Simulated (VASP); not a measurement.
# CoO (Fm-3m) in VASP: notebook

CoO is run at these levels: PBE; tasks: electric field gradients.

Everything below comes from runs of VASP 6.6.1. Logs are shortened: lines on timing, memory, paths and dates and some standing lists are left out, and cuts for length are marked.

## (1) The cell of the first run

The structure is cubic, space group Fm-3m (No. 225). Conventional cell: a = 4.263 Å, b = 4.263 Å, c = 4.263 Å, α = 90.00°, β = 90.00°, γ = 90.00°. Co (site symmetry m-3m) has 6 O at 2.13 Å within 2.8 Å. Within 2.8 Å of O (site symmetry m-3m) lie 6 Co at 2.13 Å.

## (2) Electric field gradients, PBE, collinear spin, ferromagnetic start

The input, INCAR:

```
SYSTEM = CoO
ALGO     = Normal         ! electronic algorithm
EDIFF    = 1E-8           ! SCF threshold, eV
ENCUT    = 520            ! plane-wave cutoff, eV
GGA      = PE             ! functional
ISIF     = 2              ! what is computed and relaxed
ISMEAR   = -1             ! smearing method
ISPIN    = 2              ! spin polarisation
LASPH    = .TRUE.         ! aspherical terms in the spheres
LCHARG   = .FALSE.        ! write CHGCAR
LEFG     = .TRUE.       
LMAXMIX  = 4              ! l up to which the mixer works
LORBIT   = 11             ! projections on sites
LREAL    = .FALSE.        ! projectors in reciprocal space
LWAVE    = .FALSE.        ! write WAVECAR
MAGMOM   = 2 0            ! initial moments
NBANDS   = 18             ! bands
NELM     = 150            ! most SCF steps
PREC     = Accurate       ! precision mode
SIGMA    = 0.05           ! smearing width, eV
```

The input, KPOINTS:

```
k-points
0
G
  16 16 16
  0 0 0
```

The input, POSCAR:

```
CoO
1.0
    0.0000000000      2.1315000000      2.1315000000
    2.1315000000      0.0000000000      2.1315000000
    2.1315000000      2.1315000000      0.0000000000
Co O
1 1
Direct
    0.0000000000      0.0000000000      0.0000000000
    0.5000000000      0.5000000000      0.5000000000
```

Potentials or basis: VASP PAW PBE potentials, release 64 (Co, O).

The run is started by

```
$ cat potpaw_PBE.64/Co/POTCAR potpaw_PBE.64/O/POTCAR > POTCAR
$ mpirun -np 1 vasp_std > vasp.out
```

OUTCAR:

```text
SYSTEM = CoO
   EDIFF = 1E-8
   ENCUT = 520
   GGA = PE
   ISIF = 2
   ISMEAR = -1
   ISPIN = 2
   LASPH = .TRUE.
   LORBIT = 11
   LREAL = .FALSE.
   NELM = 150
   PREC = Accurate

 ion  position               nearest neighbor table
   1  0.000  0.000  0.000-   2 2.13   2 2.13   2 2.13   2 2.13   2 2.13   2 2.13
   2  0.500  0.500  0.500-   1 2.13   1 2.13   1 2.13   1 2.13   1 2.13   1 2.13

  LATTYP: Found a face centered cubic cell.
 ALAT       =     4.2630000000

  Lattice vectors:

 A1 = (   0.0000000000,   2.1315000000,   2.1315000000)
 A2 = (   2.1315000000,   0.0000000000,   2.1315000000)
 A3 = (   2.1315000000,   2.1315000000,   0.0000000000)

Analysis of symmetry for initial positions (statically):
=====================================================================
 Subroutine PRICEL returns:
 Original cell was already a primitive cell.

 Routine SETGRP: Setting up the symmetry group for a
 face centered cubic supercell.

 Subroutine GETGRP returns: Found 48 space group operations
 (whereof 48 operations were pure point group operations)
 out of a pool of 48 trial point group operations.

The static configuration has the point symmetry O_h .

Analysis of symmetry for dynamics (positions and initial velocities):
=====================================================================
 Subroutine PRICEL returns:
 Original cell was already a primitive cell.

 Routine SETGRP: Setting up the symmetry group for a
 face centered cubic supercell.

 Subroutine GETGRP returns: Found 48 space group operations
 (whereof 48 operations were pure point group operations)
 out of a pool of 48 trial point group operations.

The dynamic configuration has the point symmetry O_h .

Analysis of structural, dynamic, and magnetic symmetry:
=====================================================================
 Subroutine PRICEL returns:
 Original cell was already a primitive cell.

 Routine SETGRP: Setting up the symmetry group for a
 face centered cubic supercell.

 Subroutine GETGRP returns: Found 48 space group operations
 (whereof 48 operations were pure point group operations)
 out of a pool of 48 trial point group operations.

The overall configuration has the point symmetry O_h .

 Subroutine INISYM returns: Found 48 space group operations
 (whereof 48 operations are pure point group operations),
 and found     1 'primitive' translations

----------------------------------------------------------------------------------------

                                     Primitive cell

  volume of cell :      19.3681

  direct lattice vectors                    reciprocal lattice vectors
     0.000000000  2.131500000  2.131500000    -0.234576589  0.234576589  0.234576589
     2.131500000  0.000000000  2.131500000     0.234576589 -0.234576589  0.234576589
     2.131500000  2.131500000  0.000000000     0.234576589  0.234576589 -0.234576589

  length of vectors
     3.014396208  3.014396208  3.014396208     0.406298571  0.406298571  0.406298571

  position of ions in fractional coordinates (direct lattice)
     0.000000000  0.000000000  0.000000000
     0.500000000  0.500000000  0.500000000

  ion indices of the primitive-cell ions
   primitive index   ion index
                 1           1
                 2           2

----------------------------------------------------------------------------------------

 KPOINTS: k-points

Automatic generation of k-mesh.
 Grid dimensions read from file:
 generate k-points for:   16   16   16

 Generating k-lattice:

  Cartesian coordinates                     Fractional coordinates (reciprocal lattice)
[... 58 lines left out ...]
   ENCUT  =  520.0 eV  38.22 Ry    6.18 a.u.   5.60  5.60  5.60*2*pi/ulx,y,z
   NELM   =    150;   NELMIN=  2; NELMDL= -5     # of ELM steps
   EDIFF  = 0.1E-07   stopping-criterion for ELM
   LREAL  =      F    real-space projection
   EDIFFG = 0.1E-06   stopping-criterion for IOM
   NSW    =      0    number of steps for IOM
   IBRION =     -1    ionic relax: 0-MD 1-quasi-New 2-CG
   NFREE  =      0    steps in history (QN), initial steepest desc. (CG)
   ISIF   =      2    stress and relaxation
   ISYM   =      2    0-nonsym 1-usesym 2-fastsym
   POTIM  = 0.5000    time-step for ionic-motion
   TEBEG  =    0.0;   TEEND  =   0.0 temperature during run
   PSTRESS=    0.0 pullay stress
   NELECT =      15.0000    total number of electrons
   NUPDOWN=      -1.0000    fix difference up-down
   EMIN   =  10.00;   EMAX   =-10.00  energy-range for DOS
   EFERMI =   0.00;   METHOD = LEGACY
   ISMEAR =    -1;   SIGMA  =   0.05  broadening in eV -4-tet -1-fermi 0-gaus
   EFERMI_NEDOS =   21; number of points for ismear=-14 and -15
   IALGO  =     38    algorithm
   IMIX   =      4    mixing-type and parameters
     AMIX     =   0.40;   BMIX     =  1.00
     AMIX_MAG =   1.60;   BMIX_MAG =  1.00
  volume/ion in A,a.u.               =       9.68        65.35
  Fermi-wavevector in a.u.,A,eV,Ry     =   1.503407  2.841027 30.752334  2.260233
  Thomas-Fermi vector in A             =   2.614521
   LORBIT       =     11    0 simple, 1 ext, 2 COOP (PROOUT), +10 PAW based schemes
   GGA     = PE    functional components
   LHFCALC =     F    Hartree Fock is set to
   AEXX    =    0.0000 exact exchange contribution
   IVDW    =     0    specifies the selected vdW correction
   LEPSILON=     F    determine dielectric tensor
   LRPA    =     F    only Hartree local field effects (RPA)
 spin polarized calculation
  energy-cutoff  :      520.00
  volume of cell :       19.37
 maximum number of plane-waves:       544
   NGX = 11   NGY = 11   NGZ = 11

 number of electron      15.0000007 magnetization       2.9077628

 Free energy of the ion-electron system (eV)
  ---------------------------------------------------
  ext. energy  EPLUGINS =         0.00000000
  ---------------------------------------------------
  free energy    TOTEN  =       -13.06183362 eV

  energy without entropy =      -13.02653443  energy(sigma->0) =      -13.04418402

 E-fermi :   7.8684     XC(G=0): -12.3952

 val. band max:        7.8666061688   @ k =  -0.1875   0.3125   0.1250
 cond. band min:       7.8708715773   @ k =  -0.4375   0.3750   0.1250
 fundamental gap:      0.0042654086
 Fermi energy:         7.8684117442

 spin component 1

 k-point     1 :       0.0000    0.0000    0.0000
  band No.  band energies     occupation
      1     -12.2920      1.00000
      2       4.6123      1.00000
      3       4.6124      1.00000
      4       4.7720      1.00000
      5       4.7720      1.00000
      6       4.7720      1.00000
[... 493 lines left out ...]
     17      30.9021      0.00000
     18      33.6578      0.00000

 [... further k-points ...]

 spin component 2

 k-point     1 :       0.0000    0.0000    0.0000
  band No.  band energies     occupation
      1     -11.7905      1.00000
      2       5.3309      1.00000
      3       5.3309      1.00000
      4       5.3309      1.00000
      5       6.7795      1.00000
      6       6.7795      1.00000
[... 493 lines left out ...]
     17      31.7192      0.00000
     18      34.4915      0.00000

 [... further k-points ...]

------------------------ aborting loop because EDIFF is reached ----------------------------------------

  FORCE on cell =-STRESS in cart. coord.  units (eV):
  Direction    XX          YY          ZZ          XY          YZ          ZX
  --------------------------------------------------------------------------------------
  -------------------------------------------------------------------------------------
  Total       -0.2812821     -0.2812821     -0.2812821     -0.0000000      0.0000000      0.0000000
  in kB      -23.2684099    -23.2684099    -23.2684099     -0.0000000      0.0000000      0.0000000
  external PRESSURE =     -23.2684099 kB  Pullay stress =       0.0000000 kB

 VOLUME and BASIS-vectors are now :
 -----------------------------------------------------------------------------
  energy-cutoff  :      520.00
  volume of cell :       19.37
      direct lattice vectors                 reciprocal lattice vectors
     0.000000000  2.131500000  2.131500000    -0.234576589  0.234576589  0.234576589
     2.131500000  0.000000000  2.131500000     0.234576589 -0.234576589  0.234576589
     2.131500000  2.131500000  0.000000000     0.234576589  0.234576589 -0.234576589

 POSITION                                       TOTAL-FORCE (eV/Angst)
 -----------------------------------------------------------------------------------
      0.00000      0.00000      0.00000         0.000000      0.000000      0.000000
      2.13150      2.13150      2.13150         0.000000     -0.000000      0.000000
 -----------------------------------------------------------------------------------
    total drift:                                0.000000     -0.000000     -0.000000

  FREE ENERGIE OF THE ION-ELECTRON SYSTEM (eV)
  ---------------------------------------------------
  free  energy   TOTEN  =       -13.0618336221 eV

  energy  without entropy=      -13.0265344266  energy(sigma->0) =      -13.04418402

 Electric field gradients (V/A^2)
---------------------------------------------------------------------
 ion       V_xx      V_yy      V_zz      V_xy      V_xz      V_yz
---------------------------------------------------------------------
   1       0.000    -0.000     0.000     0.002     0.002     0.002
   2      -0.000     0.000    -0.000    -0.002    -0.002    -0.002
---------------------------------------------------------------------

 Electric field gradients after diagonalization (V/A^2)
 (convention: |V_zz| > |V_xx| > |V_yy|)
----------------------------------------------------------------------
 ion       V_xx      V_yy      V_zz     asymmetry (V_yy - V_xx)/ V_zz
----------------------------------------------------------------------
   1      -0.002    -0.002     0.003       0.000
   2       0.002     0.002    -0.004       0.000
----------------------------------------------------------------------

           NMR quadrupolar parameters

 Cq : quadrupolar parameter    Cq=e*Q*V_zz/h
 eta: asymmetry parameters     (V_yy - V_xx)/ V_zz
 Q  : nuclear electric quadrupole moment in mb (millibarn)
----------------------------------------------------------------------
 ion       Cq(MHz)       eta       Q (mb)
----------------------------------------------------------------------
   1       0.000       0.000       1.000
   2      -0.000       0.000       1.000
----------------------------------------------------------------------

 total charge

# of ion       s       p       d       tot
------------------------------------------
    1        0.293   0.354   7.141   7.789
    2        1.556   3.423   0.000   4.979
--------------------------------------------------
tot          1.849   3.777   7.141  12.767

 magnetization (x)

# of ion       s       p       d       tot
------------------------------------------
    1        0.020   0.018   2.521   2.559
    2        0.028   0.269   0.000   0.298
--------------------------------------------------
tot          0.049   0.287   2.521   2.857
```

Wall time 2.8 min (1 thread of Intel Xeon 8259CL, shared host); peak memory 0.21 GiB.

Results:

```
Free energy                                           : -13.0618 eV
Pressure                                              : -2.3 GPa
Net moment                                            : 2.91 μB per cell
Site moments                                          : Co +2.56; O +0.30 μB
Largest electric field gradient by atom               : under 0.05 V/Å² on every atom
Valence electrons inside the program's atomic spheres : Co 7.79; O 4.98
```

Caveat: a cell with one magnetic atom can't hold antiferromagnetic order, which such compounds often take; semilocal functionals often make such compounds metallic where correlation or magnetic order opens a gap, which also shifts bond lengths.

## (3) Electric field gradients, PBE, collinear spin, ferromagnetic start

The input, INCAR:

```
  PREC = Accurate
  ENCUT = 520
  EDIFF = 1E-8
  ISMEAR = -1
  SIGMA = 0.05
  LREAL = F
  LASPH = T
  NELM = 150
  ALGO = Normal
  ISIF = 2
  LWAVE = F
  LCHARG = F
  ISPIN = 2
  MAGMOM = 2 0
  LORBIT = 11
  LMAXMIX = 4
  GGA = PE
  LEFG = T
  NBANDS = 18
```

The input, KPOINTS:

```
Automatic mesh
0
Gamma
  16 16 16
```

POSCAR is that of step 2.

Potentials or basis: VASP PAW PBE potentials, release 64 (Co, O).

The run is started by

```
$ cat potpaw_PBE.64/Co/POTCAR potpaw_PBE.64/O/POTCAR > POTCAR
$ mpirun -np 1 vasp_std > vasp.out
```

OUTCAR:

```text
PREC = Accurate
   ENCUT = 520
   EDIFF = 1E-8
   ISMEAR = -1
   LREAL = F
   LASPH = T
   NELM = 150
   ISIF = 2
   ISPIN = 2
   LORBIT = 11
   GGA = PE

 ion  position               nearest neighbor table
   1  0.000  0.000  0.000-   2 2.13   2 2.13   2 2.13   2 2.13   2 2.13   2 2.13
   2  0.500  0.500  0.500-   1 2.13   1 2.13   1 2.13   1 2.13   1 2.13   1 2.13

  LATTYP: Found a face centered cubic cell.
 ALAT       =     4.2630000000

  Lattice vectors:

 A1 = (   0.0000000000,   2.1315000000,   2.1315000000)
 A2 = (   2.1315000000,   0.0000000000,   2.1315000000)
 A3 = (   2.1315000000,   2.1315000000,   0.0000000000)

Analysis of symmetry for initial positions (statically):
=====================================================================
 Subroutine PRICEL returns:
 Original cell was already a primitive cell.

 Routine SETGRP: Setting up the symmetry group for a
 face centered cubic supercell.

 Subroutine GETGRP returns: Found 48 space group operations
 (whereof 48 operations were pure point group operations)
 out of a pool of 48 trial point group operations.

The static configuration has the point symmetry O_h .

Analysis of symmetry for dynamics (positions and initial velocities):
=====================================================================
 Subroutine PRICEL returns:
 Original cell was already a primitive cell.

 Routine SETGRP: Setting up the symmetry group for a
[... 1193 lines left out ...]
  Direction    XX          YY          ZZ          XY          YZ          ZX
  --------------------------------------------------------------------------------------
  -------------------------------------------------------------------------------------
  Total       -0.2812821     -0.2812821     -0.2812821     -0.0000000      0.0000000      0.0000000
  in kB      -23.2684099    -23.2684099    -23.2684099     -0.0000000      0.0000000      0.0000000
  external PRESSURE =     -23.2684099 kB  Pullay stress =       0.0000000 kB

 VOLUME and BASIS-vectors are now :
 -----------------------------------------------------------------------------
  energy-cutoff  :      520.00
  volume of cell :       19.37
      direct lattice vectors                 reciprocal lattice vectors
     0.000000000  2.131500000  2.131500000    -0.234576589  0.234576589  0.234576589
     2.131500000  0.000000000  2.131500000     0.234576589 -0.234576589  0.234576589
     2.131500000  2.131500000  0.000000000     0.234576589  0.234576589 -0.234576589

 POSITION                                       TOTAL-FORCE (eV/Angst)
 -----------------------------------------------------------------------------------
      0.00000      0.00000      0.00000         0.000000      0.000000      0.000000
      2.13150      2.13150      2.13150         0.000000     -0.000000      0.000000
 -----------------------------------------------------------------------------------
    total drift:                                0.000000     -0.000000     -0.000000

  FREE ENERGIE OF THE ION-ELECTRON SYSTEM (eV)
  ---------------------------------------------------
  free  energy   TOTEN  =       -13.0618336221 eV

  energy  without entropy=      -13.0265344266  energy(sigma->0) =      -13.04418402

 Electric field gradients (V/A^2)
---------------------------------------------------------------------
 ion       V_xx      V_yy      V_zz      V_xy      V_xz      V_yz
---------------------------------------------------------------------
   1       0.000    -0.000     0.000     0.002     0.002     0.002
   2      -0.000     0.000    -0.000    -0.002    -0.002    -0.002
---------------------------------------------------------------------

 Electric field gradients after diagonalization (V/A^2)
 (convention: |V_zz| > |V_xx| > |V_yy|)
----------------------------------------------------------------------
 ion       V_xx      V_yy      V_zz     asymmetry (V_yy - V_xx)/ V_zz
----------------------------------------------------------------------
   1      -0.002    -0.002     0.003       0.000
   2       0.002     0.002    -0.004       0.000
----------------------------------------------------------------------

           NMR quadrupolar parameters

 Cq : quadrupolar parameter    Cq=e*Q*V_zz/h
 eta: asymmetry parameters     (V_yy - V_xx)/ V_zz
 Q  : nuclear electric quadrupole moment in mb (millibarn)
----------------------------------------------------------------------
 ion       Cq(MHz)       eta       Q (mb)
----------------------------------------------------------------------
   1       0.000       0.000       1.000
   2      -0.000       0.000       1.000
----------------------------------------------------------------------

 total charge

# of ion       s       p       d       tot
------------------------------------------
    1        0.293   0.354   7.141   7.789
    2        1.556   3.423   0.000   4.979
--------------------------------------------------
tot          1.849   3.777   7.141  12.767

 magnetization (x)

# of ion       s       p       d       tot
------------------------------------------
    1        0.020   0.018   2.521   2.559
    2        0.028   0.269   0.000   0.298
--------------------------------------------------
tot          0.049   0.287   2.521   2.857
```

stdout:

```text
POSCAR found type information on POSCAR CoO
 POSCAR found :  2 types and       2 ions
 scaLAPACK will be used
 LDA part: xc-table for (Slater+PW92), standard interpolation
 POSCAR, INCAR and KPOINTS ok, starting setup
 FFT: planning ... GRIDC
 FFT: planning ... GRID_SOFT
 FFT: planning ... GRID
 WAVECAR not read
 entering main loop
ion   1

ion   2
```

Wall time 3.4 min (1 thread of Intel Xeon 8259CL, shared host); peak memory 0.21 GiB.

Results:

| Quantity | Value |
| --- | --- |
| Free energy | -13.0618 eV |
| Pressure | -2.3 GPa |
| Net moment | 2.91 μB per cell |
| Site moments | Co +2.56; O +0.30 μB |
| Largest electric field gradient by atom | under 0.05 V/Å² on every atom |
| Valence electrons inside the program's atomic spheres | Co 7.79; O 4.98 |

Levels at points of the mesh, in eV from the Fermi level:
Spin up:
| k point | band 5 | band 6 | band 7 | band 8 | band 9 | band 10 | band 11 | band 12 | band 13 | band 14 |
| --- | --- | --- | --- | --- | --- | --- | --- | --- | --- | --- |
| (0.00, 0.00, 0.00) | -3.10 | -3.10 | -3.06 | -3.06 | -3.06 | 1.00 | 16.86 | 18.13 | 18.13 | 18.13 |
| (0.50, 0.00, 0.00) | -2.34 | -2.34 | -1.79 | 0.11 | 0.11 | 5.08 | 9.33 | 13.44 | 13.44 | 20.45 |
| (0.50, 0.50, 0.00) | -3.90 | -2.91 | -2.42 | -2.06 | -2.06 | 5.86 | 9.82 | 11.68 | 15.74 | 15.74 |
Spin down:
```tsv
k point	band 4	band 5	band 6	band 7	band 8	band 9
(0.00, 0.00, 0.00)	-2.54	-1.09	-1.09	-1.09	0.07	0.07
(0.50, 0.00, 0.00)	-4.59	-0.12	-0.12	0.18	2.70	2.70
(0.50, 0.50, 0.00)	-3.78	-2.20	0.13	0.13	0.54	0.99
```

Caveat: a cell with one magnetic atom can't hold antiferromagnetic order, which such compounds often take; semilocal functionals often make such compounds metallic where correlation or magnetic order opens a gap, which also shifts bond lengths. With open d or f shells a metallic result of PBE can be an artefact of self-interaction; +U or a hybrid may open a gap.
